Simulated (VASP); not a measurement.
Crystal: TiO2.

```xyz
6
Lattice="2.7060 -2.7067 0.0000 2.7060 2.7067 0.0000 -2.6335 0.0000 4.7966" Properties=species:S:1:pos:R:3 pbc="T T T"
Ti    2.0477    1.9807    1.1992
Ti    0.7309   -1.9807    3.5975
O    -0.6205   -0.6563    3.2001
O     3.3990    0.6563    1.5966
O     2.0823   -0.6563    3.9949
O     0.6963    0.6563    0.8018
```

Base run:

```yaml
Program: VASP 6.6.1
Functional: LDA
Potentials_or_basis: VASP PAW LDA potentials, release 64 (Ti_sv, O)
Cutoff: 600 eV
k_mesh: 6 × 6 × 6, shifted
Occupations: gaussian, width 0.02 eV
Spin: no spin polarisation
```

Its results: band gap on the k mesh 2.24 eV (least direct gap 2.62 eV); pressure -12.1 GPa; largest force 0.314 eV/Å.

After a change of settings the same cell gave: band gap on the k mesh 1.92 eV (least direct gap 2.28 eV); pressure -12.2 GPa; largest force 0.315 eV/Å. Which change was it?
A. k mesh from 6 × 6 × 6, shifted to 12 × 12 × 8, through Γ
B. k mesh from 6 × 6 × 6, shifted to 6 × 6 × 4, shifted
C. k mesh from 6 × 6 × 6, shifted to 2 × 2 × 2, through Γ
D. k mesh from 6 × 6 × 6, shifted to 4 × 4 × 4, shifted

A.

Caveats: the cell stands under tension; a shifted mesh leaves out Γ, where band edges can lie (at least some runs).
